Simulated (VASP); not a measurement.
HPt6, 14 atoms in the cell. The cell holds a slab with vacuum, 14 atoms: a = 5.614 Å, b = 5.614 Å, c = 21.851 Å, α = 90.00°, β = 90.00°, γ = 90.00°. 

* Program: VASP 6.6.1
* Task: single point
* Functional: PBE
* Potentials or basis: VASP PAW PBE potentials, release 64 (Pt, H)
* Cutoff: 520 eV
* k mesh: 5 × 5 × 1
* Occupations: gaussian, width 0.1 eV
* Spin: no spin polarisation
* Dipole correction: yes
* Further INCAR settings: ALGO = Normal; EDIFF = 1e-06; NBANDS = 74

Potentials or basis: VASP PAW PBE potentials, release 64 (Pt, H).

The run is started by

```sh
$ cat potpaw_PBE.64/Pt/POTCAR potpaw_PBE.64/H/POTCAR > POTCAR
$ mpirun -np 1 vasp_std > vasp.out
```

Hardware: 1 thread of Intel(R) Xeon(R) 6975P-C (Granite Rapids), with other jobs on the host.

**Question.** Estimate the wall time of this run.

**Answer.** Run time: 14 min on 1 thread of Intel(R) Xeon(R) 6975P-C (Granite Rapids), on a shared host, peak memory 0.79 GiB. Counts: scf iterations 31, k points 9.
